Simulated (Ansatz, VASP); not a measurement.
## Br in VASP and in Ansatz

The input POSCAR:

```
Br
1.0
    3.5080835270     -2.0987059753      0.0000000000
    3.5080835270      2.0987059753      0.0000000000
    0.0000000000      0.0000000000      8.6514536156
Br
4
Direct
    0.8608174960      0.1391825040      0.1157818232
    0.6391825040      0.3608174960      0.6157818232
    0.1391825040      0.8608174960      0.8842181768
    0.3608174960      0.6391825040      0.3842181768
```

The input INCAR.step1:

```
SYSTEM = Br
ALGO     = Normal         ! electronic algorithm
EDIFF    = 1E-4           ! SCF threshold, eV
ENCUT    = 520            ! plane-wave cutoff, eV
GGA      = PE             ! functional
ISMEAR   = -1             ! smearing method
LASPH    = .True.         ! aspherical terms in the spheres
LCHARG   = .False.        ! write CHGCAR
LREAL    = .False.        ! projectors in reciprocal space
LWAVE    = .True.         ! write WAVECAR
NBANDS   = 22             ! bands
NELM     = 100            ! most SCF steps
PREC     = Accurate       ! precision mode
SIGMA    = 0.05           ! smearing width, eV
```

INCAR.step2

```
SYSTEM = Br
ALGO     = Normal         ! electronic algorithm
EDIFF    = 1E-6           ! SCF threshold, eV
ENCUT    = 520            ! plane-wave cutoff, eV
ISIF     = 2              ! what is computed and relaxed
ISMEAR   = -1             ! smearing method
ISTART   = 1            
LASPH    = .True.         ! aspherical terms in the spheres
LCHARG   = .False.        ! write CHGCAR
LMIXTAU  = .True.       
LREAL    = .False.        ! projectors in reciprocal space
LWAVE    = .False.        ! write WAVECAR
METAGGA  = R2SCAN         ! meta-GGA
NBANDS   = 22             ! bands
NELM     = 100            ! most SCF steps
PREC     = Accurate       ! precision mode
SIGMA    = 0.05           ! smearing width, eV
```

Contents of KPOINTS:

```
k-points
0
Gamma
  8 8 4
  0 0 0
```

Input for Ansatz:

```yaml
crystal:
  lattice:
    - [3.508083527, -2.0987059753, 0.0]
    - [3.508083527, 2.0987059753, 0.0]
    - [0.0, 0.0, 8.6514536156]
  atoms:
    - { symbol: Br, position: [0.860817496, 0.139182504, 0.1157818232] }
    - { symbol: Br, position: [0.639182504, 0.360817496, 0.6157818232] }
    - { symbol: Br, position: [0.139182504, 0.860817496, 0.8842181768] }
    - { symbol: Br, position: [0.360817496, 0.639182504, 0.3842181768] }
hamiltonian:
  xc: r2scan
  pseudopotentials:
    kind: paw
    azcp:
      Br: "pseudopotentials/Br.paw.azcp"
basis:
  ecutwfc: 500
  fft_grid_basis: typed
kpoints:
  mp_grid: { grid: [8, 8, 4], shift: [0, 0, 0] }
magnetization:
  spin_polarized: false
scf:
  occupations: { method: fermi_dirac, width: 0.05 }
output:
  stress: true
```

Alike in both runs: task single point; functional r2SCAN; k mesh 8 × 8 × 4; occupations fermi-dirac, width 0.05 eV; no spin polarisation.

|  | VASP | Ansatz |
| --- | --- | --- |
| version | VASP 6.6.1 | Ansatz 0.2.0 |
| potentials or method | VASP PAW PBE potentials, release 64 (Br), cutoff 520 eV | plane waves (500 eV) with PAW, scalar-relativistic |
| valence electrons in the cell | 28 | 28 |

|  | VASP | Ansatz | Ansatz less VASP |
| --- | --- | --- | --- |
| pressure (GPa) | 1.3 | 1.4 | +0.04 |
| traceless stress, the component that is largest in VASP (GPa) | 1.25 | 1.28 | +0.032 |

VASP's potentials were made for PBE, not for r2SCAN. With one functional, cell and mesh, what is left measures potentials, basis and numerics.
